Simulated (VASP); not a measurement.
# BC7 (P-43m) in VASP: notebook

Runs on BC7. Level: PBEsol. Tasks: single point, relaxation of cell and atoms.

All numbers are computed with VASP 6.6.1; they aren't measurements. Logs are shortened: lines on timing, memory, paths and dates and some standing lists are left out, and cuts for length are marked.

## (1) The cell of the first run

The structure is cubic, space group P-43m (No. 215). Conventional cell: a = 3.601 Å, b = 3.601 Å, c = 3.601 Å, α = 90.00°, β = 90.00°, γ = 90.00°. B (site symmetry -43m) has 4 C at 1.59 Å within 2.1 Å. Within 2.1 Å of C (site symmetry -42m) lie 4 C at 1.55 Å. Within 2.1 Å of C (site symmetry 3m) lie 3 C at 1.55 Å and 1 B at 1.59 Å.

## (2) Single point, PBEsol

Input file INCAR:

```
SYSTEM = BC7
  PREC = Accurate
  ENCUT = 520
  EDIFF = 1E-7
  ISMEAR = 0
  SIGMA = 0.1
  LREAL = .False.
  LASPH = .True.
  NELM = 100
  ALGO = Normal
  ISIF = 2
  LWAVE = .False.
  LCHARG = .False.
  GGA = PS
  NBANDS = 26
```

Input file KPOINTS:

```
Automatic mesh
0
Gamma
  10 10 10
  0 0 0
```

Input file POSCAR:

```
BC7
1.0
    3.6009608368      0.0000000000      0.0000000000
    0.0000000000      3.6009608368      0.0000000000
    0.0000000000      0.0000000000      3.6009608368
B C
1 7
Direct
    0.0000000000      0.0000000000      0.0000000000
    0.0000000000      0.5000000000      0.5000000000
    0.5000000000      0.5000000000      0.0000000000
    0.5000000000      0.0000000000      0.5000000000
    0.7450397233      0.7450397233      0.2549602767
    0.7450397233      0.2549602767      0.7450397233
    0.2549602767      0.7450397233      0.7450397233
    0.2549602767      0.2549602767      0.2549602767
```

Potentials or basis: VASP PAW PBE potentials, release 64 (B, C).

On the command line:

```console
$ cat potpaw_PBE.64/B/POTCAR potpaw_PBE.64/C/POTCAR > POTCAR
$ mpirun -np 1 vasp_std > vasp.out
```

OUTCAR:

```text
SYSTEM = BC7
   PREC = Accurate
   ENCUT = 520
   EDIFF = 1E-7
   ISMEAR = 0
   LREAL = .False.
   LASPH = .True.
   NELM = 100
   ISIF = 2
   GGA = PS

 ion  position               nearest neighbor table
   1  0.000  0.000  0.000-   5 1.59   6 1.59   7 1.59   8 1.59
   2  0.000  0.500  0.500-   5 1.55   6 1.55   7 1.55   8 1.55
   3  0.500  0.500  0.000-   5 1.55   6 1.55   7 1.55   8 1.55
   4  0.500  0.000  0.500-   5 1.55   6 1.55   7 1.55   8 1.55
   5  0.745  0.745  0.255-   2 1.55   3 1.55   4 1.55   1 1.59
   6  0.745  0.255  0.745-   2 1.55   3 1.55   4 1.55   1 1.59
   7  0.255  0.745  0.745-   2 1.55   3 1.55   4 1.55   1 1.59
   8  0.255  0.255  0.255-   2 1.55   3 1.55   4 1.55   1 1.59

  LATTYP: Found a simple cubic cell.
 ALAT       =     3.6009608368

  Lattice vectors:

 A1 = (   3.6009608368,   0.0000000000,   0.0000000000)
 A2 = (   0.0000000000,   3.6009608368,   0.0000000000)
 A3 = (   0.0000000000,   0.0000000000,   3.6009608368)

Analysis of symmetry for initial positions (statically):
=====================================================================
 Subroutine PRICEL returns:
 Original cell was already a primitive cell.

 Routine SETGRP: Setting up the symmetry group for a
 simple cubic supercell.

 Subroutine GETGRP returns: Found 24 space group operations
 (whereof 24 operations were pure point group operations)
 out of a pool of 48 trial point group operations.

The static configuration has the point symmetry T_d .

Analysis of symmetry for dynamics (positions and initial velocities):
=====================================================================
 Subroutine PRICEL returns:
 Original cell was already a primitive cell.

 Routine SETGRP: Setting up the symmetry group for a
 simple cubic supercell.

 Subroutine GETGRP returns: Found 24 space group operations
 (whereof 24 operations were pure point group operations)
 out of a pool of 48 trial point group operations.

The dynamic configuration has the point symmetry T_d .

 Subroutine INISYM returns: Found 24 space group operations
 (whereof 24 operations are pure point group operations),
 and found     1 'primitive' translations

----------------------------------------------------------------------------------------

                                     Primitive cell

  volume of cell :      46.6934

  direct lattice vectors                    reciprocal lattice vectors
     3.600960837  0.000000000  0.000000000     0.277703659  0.000000000  0.000000000
     0.000000000  3.600960837  0.000000000     0.000000000  0.277703659  0.000000000
     0.000000000  0.000000000  3.600960837     0.000000000  0.000000000  0.277703659

  length of vectors
     3.600960837  3.600960837  3.600960837     0.277703659  0.277703659  0.277703659

  position of ions in fractional coordinates (direct lattice)
     0.000000000  0.000000000  0.000000000
     0.000000000  0.500000000  0.500000000
     0.500000000  0.500000000  0.000000000
     0.500000000  0.000000000  0.500000000
     0.745039723  0.745039723  0.254960277
     0.745039723  0.254960277  0.745039723
     0.254960277  0.745039723  0.745039723
     0.254960277  0.254960277  0.254960277

  ion indices of the primitive-cell ions
   primitive index   ion index
                 1           1
                 2           2
                 3           3
                 4           4
                 5           5
                 6           6
                 7           7
                 8           8

----------------------------------------------------------------------------------------

 KPOINTS: Automatic mesh

Automatic generation of k-mesh.
 Grid dimensions read from file:
 generate k-points for:   10   10   10

 Generating k-lattice:

  Cartesian coordinates                     Fractional coordinates (reciprocal lattice)
     0.027770366  0.000000000  0.000000000     0.100000000  0.000000000  0.000000000
     0.000000000  0.027770366  0.000000000     0.000000000  0.100000000  0.000000000
     0.000000000  0.000000000  0.027770366     0.000000000  0.000000000  0.100000000

  Length of vectors
     0.027770366  0.027770366  0.027770366

  Shift w.r.t. Gamma in fractional coordinates (k-lattice)
     0.000000000  0.000000000  0.000000000

 Subroutine IBZKPT returns following result:
 ===========================================

 Found     56 irreducible k-points:

 Following reciprocal coordinates:
            Coordinates               Weight
  0.000000  0.000000  0.000000      1.000000
  0.100000  0.000000  0.000000      6.000000
  0.200000  0.000000  0.000000      6.000000
  0.300000  0.000000  0.000000      6.000000
  0.400000  0.000000  0.000000      6.000000
  0.500000  0.000000  0.000000      3.000000
[... 16 lines left out ...]
  0.200000  0.100000  0.100000     24.000000
  0.300000  0.100000  0.100000     24.000000
 [... further k-points ...]
   k-points           NKPTS =     56   k-points in BZ     NKDIM =     56   number of bands    NBANDS=     26
   number of dos      NEDOS =    301   number of ions     NIONS =      8
   total plane-waves  NPLWV =  21952
   dimension x,y,z NGX =    28 NGY =   28 NGZ =   28
   dimension x,y,z NGXF=    56 NGYF=   56 NGZF=   56
   ions per type =               1   7
   NGX,Y,Z   is equivalent  to a cutoff of  12.93, 12.93, 12.93 a.u.
   NGXF,Y,Z  is equivalent  to a cutoff of  25.85, 25.85, 25.85 a.u.
 SYSTEM =  BC7
   PREC   = accura    normal or accurate (medium, high low for compatibility)
   ISTART =      0    job   : 0-new  1-cont  2-samecut
   ICHARG =      2    charge: 1-file 2-atom 10-const
   ISPIN  =      1    spin polarized calculation?
   LNONCOLLINEAR =      F non collinear calculations
   LSORBIT =      F    spin-orbit coupling
   LASPH  =      T    aspherical Exc in radial PAW
   ENCUT  =  520.0 eV  38.22 Ry    6.18 a.u.   6.70  6.70  6.70*2*pi/ulx,y,z
   NELM   =    100;   NELMIN=  2; NELMDL= -5     # of ELM steps
   EDIFF  = 0.1E-06   stopping-criterion for ELM
   LREAL  =      F    real-space projection
   EDIFFG = 0.1E-05   stopping-criterion for IOM
   NSW    =      0    number of steps for IOM
   IBRION =     -1    ionic relax: 0-MD 1-quasi-New 2-CG
   NFREE  =      0    steps in history (QN), initial steepest desc. (CG)
   ISIF   =      2    stress and relaxation
   ISYM   =      2    0-nonsym 1-usesym 2-fastsym
   POTIM  = 0.5000    time-step for ionic-motion
   TEBEG  =    0.0;   TEEND  =   0.0 temperature during run
   PSTRESS=    0.0 pullay stress
   NELECT =      31.0000    total number of electrons
   NUPDOWN=      -1.0000    fix difference up-down
   EMIN   =  10.00;   EMAX   =-10.00  energy-range for DOS
   EFERMI =   0.00;   METHOD = LEGACY
   ISMEAR =     0;   SIGMA  =   0.10  broadening in eV -4-tet -1-fermi 0-gaus
   EFERMI_NEDOS =   21; number of points for ismear=-14 and -15
   IALGO  =     38    algorithm
   IMIX   =      4    mixing-type and parameters
     AMIX     =   0.40;   BMIX     =  1.00
     AMIX_MAG =   1.60;   BMIX_MAG =  1.00
  volume/ion in A,a.u.               =       5.84        39.39
  Fermi-wavevector in a.u.,A,eV,Ry     =   1.428160  2.698832 27.751017  2.039642
  Thomas-Fermi vector in A             =   2.548252
   LORBIT       =      0    0 simple, 1 ext, 2 COOP (PROOUT), +10 PAW based schemes
   GGA     = PS    functional components
   LHFCALC =     F    Hartree Fock is set to
   AEXX    =    0.0000 exact exchange contribution
   IVDW    =     0    specifies the selected vdW correction
   LEPSILON=     F    determine dielectric tensor
   LRPA    =     F    only Hartree local field effects (RPA)
 non-spin polarized calculation
 Gauss-broadening in eV      SIGMA  =   0.10
  energy-cutoff  :      520.00
  volume of cell :       46.69
 maximum number of plane-waves:      1328
 NGX is ok and might be reduce to    28
   NGX = 13   NGY = 13   NGZ = 13

 number of electron      30.9999999 magnetization

 Free energy of the ion-electron system (eV)
  ---------------------------------------------------
  ext. energy  EPLUGINS =         0.00000000
  ---------------------------------------------------
  free energy    TOTEN  =       -73.20970717 eV

  energy without entropy =      -73.20355795  energy(sigma->0) =      -73.20663256

 E-fermi :   8.0432     XC(G=0): -13.2295

 val. band max:        8.0162658036   @ k =   0.4000   0.3000   0.1000
 cond. band min:       8.0681325112   @ k =   0.2000   0.2000   0.1000
 fundamental gap:      0.0518667075
 Fermi energy:         8.0432364953

 k-point     1 :       0.0000    0.0000    0.0000
  band No.  band energies     occupation
      1     -11.7755      2.00000
      2      -3.7625      2.00000
      3      -3.7625      2.00000
      4      -3.3540      2.00000
      5      -3.3540      2.00000
      6      -3.3540      2.00000
[... 18 lines left out ...]
     25      15.3202      0.00000
     26      23.5896      0.00000

 k-point     2 :       0.1000    0.0000    0.0000
  band No.  band energies     occupation
      1     -11.6880      2.00000
      2      -4.8918      2.00000
      3      -3.7091      2.00000
      4      -3.2975      2.00000
      5      -3.2975      2.00000
      6      -2.4191      2.00000
[... 18 lines left out ...]
     25      15.7552      0.00000
     26      23.6462      0.00000

 k-point     3 :       0.2000    0.0000    0.0000
  band No.  band energies     occupation
      1     -11.4272      2.00000
      2      -6.1931      2.00000
      3      -3.5587      2.00000
      4      -3.1378      2.00000
      5      -3.1378      2.00000
      6      -1.6804      2.00000
[... 572 lines left out ...]
 k-point    23 :       0.2000    0.1000    0.1000
  band No.  band energies     occupation
      1     -11.2529      2.00000
      2      -6.0865      2.00000
      3      -4.7792      2.00000
      4      -3.8437      2.00000
      5      -1.8027      2.00000
      6      -1.0155      2.00000
[... 18 lines left out ...]
     25      17.2880      0.00000
     26      23.8752      0.00000

 k-point    24 :       0.3000    0.1000    0.1000
  band No.  band energies     occupation
      1     -10.8273      2.00000
      2      -7.2563      2.00000
      3      -4.5090      2.00000
      4      -3.5799      2.00000
      5      -1.7907      2.00000
      6      -0.7021      2.00000
[... 18 lines left out ...]
     25      18.7507      0.00000
     26      22.6454      0.00000

 [... further k-points ...]
[... 5 lines left out ...]
  --------------------------------------------------------------------------------------
  -------------------------------------------------------------------------------------
  Total        0.2809687      0.2809687      0.2809687      0.0000000      0.0000000     -0.0000000
  in kB        9.6408060      9.6408060      9.6408060      0.0000000      0.0000000     -0.0000000
  external PRESSURE =       9.6408060 kB  Pullay stress =       0.0000000 kB

 VOLUME and BASIS-vectors are now :
 -----------------------------------------------------------------------------
  energy-cutoff  :      520.00
  volume of cell :       46.69
      direct lattice vectors                 reciprocal lattice vectors
     3.600960837  0.000000000  0.000000000     0.277703659  0.000000000  0.000000000
     0.000000000  3.600960837  0.000000000     0.000000000  0.277703659  0.000000000
     0.000000000  0.000000000  3.600960837     0.000000000  0.000000000  0.277703659

 POSITION                                       TOTAL-FORCE (eV/Angst)
 -----------------------------------------------------------------------------------
      0.00000      0.00000      0.00000         0.000000      0.000000      0.000000
      0.00000      1.80048      1.80048        -0.000000      0.000000     -0.000000
      1.80048      1.80048      0.00000         0.000000      0.000000     -0.000000
      1.80048      0.00000      1.80048         0.000000      0.000000      0.000000
      2.68286      2.68286      0.91810         0.005203      0.005203     -0.005203
      2.68286      0.91810      2.68286         0.005203     -0.005203      0.005203
      0.91810      2.68286      2.68286        -0.005203      0.005203      0.005203
      0.91810      0.91810      0.91810        -0.005203     -0.005203     -0.005203
 -----------------------------------------------------------------------------------
    total drift:                               -0.000000     -0.000000     -0.000000

  FREE ENERGIE OF THE ION-ELECTRON SYSTEM (eV)
  ---------------------------------------------------
  free  energy   TOTEN  =       -73.2097071721 eV

  energy  without entropy=      -73.2035579511  energy(sigma->0) =      -73.20663256
```

Wall time 28 s (1 thread of AMD EPYC 9R45 (Zen 5), shared host); peak memory 0.15 GiB.

What came out:

- Free energy: -73.2097 eV
- Pressure: 1.0 GPa
- Largest force: 0.009 eV/Å

Forces on the atoms (eV/Å):
```
B    0.000  0.000  0.000
C    0.000  0.000  0.000
C    0.000  0.000  0.000
C    0.000  0.000  0.000
C    0.005  0.005 -0.005
C    0.005 -0.005  0.005
C   -0.005  0.005  0.005
C   -0.005 -0.005 -0.005
```

Levels at points of the mesh, in eV from the Fermi level:
```csv
k point,band 12,band 13,band 14,band 15,band 16,band 17,band 18,band 19,band 20,band 21
"(0.00, 0.00, 0.00)",-4.34,-4.34,1.66,1.66,1.66,5.53,5.53,5.53,5.81,5.81
"(0.50, 0.00, 0.00)",-3.31,-2.66,-2.56,-1.70,-1.70,5.58,5.91,10.69,11.35,11.35
"(0.50, 0.50, 0.00)",-4.90,-2.40,-2.02,-0.66,-0.66,8.65,8.65,9.26,9.90,10.73
"(0.50, 0.50, 0.50)",-1.87,-1.87,-0.08,-0.08,-0.08,9.09,9.09,9.09,9.34,9.34
```

Caveat: the PAW data sets were made with another functional, which shifts forces and pressure a little.

(Continued in part 2 of 2.)
